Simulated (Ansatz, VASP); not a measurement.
# V, level by level in two programs

```xyz
1
Lattice="-1.5244 1.5244 1.5244 1.5244 -1.5244 1.5244 1.5244 1.5244 -1.5244" Properties=species:S:1:pos:R:3 pbc="T T T"
V     0.0000    0.0000    0.0000
```

Single points on this cell with VASP 6.6.1 and Ansatz 0.2.0. Each row is one pair of runs. Alike in all rows: spin: collinear, typed start; k mesh: 12 × 12 × 12; smearing: fermi-dirac, width 0.05 eV; VASP's potentials, cutoff: VASP PAW PBE potentials, release 64 (V_sv), 520 eV.

```csv
level,"Ansatz's potentials, cutoff","gap on the k mesh at the Fermi level (eV), VASP","gap on the k mesh at the Fermi level (eV), Ansatz","pressure (GPa), VASP","pressure (GPa), Ansatz","net moment per atom (μB), VASP","net moment per atom (μB), Ansatz"
PBEsol+D4,"Ansatz PAW, 420 eV",none,none,-16.6,-16.8,0.00,0.00
revPBE+D3(BJ),"Ansatz PAW, 420 eV",none,none,-19.7,-19.9,0.00,0.00
r2SCAN,"Ansatz PAW, 500 eV",none,none,-10.6,-9.8,0.00,0.56
```

Pressure (GPa): the two programs differ by at most 0.85; net moment per atom (μB): the two programs differ by at most 0.563.

A gap of «none» marks a metal or a gap that the smearing closes.

In some rows the two programs ended in different magnetic states.

Noted on Ansatz's runs: the magnetic or orbital state may not be the lowest.
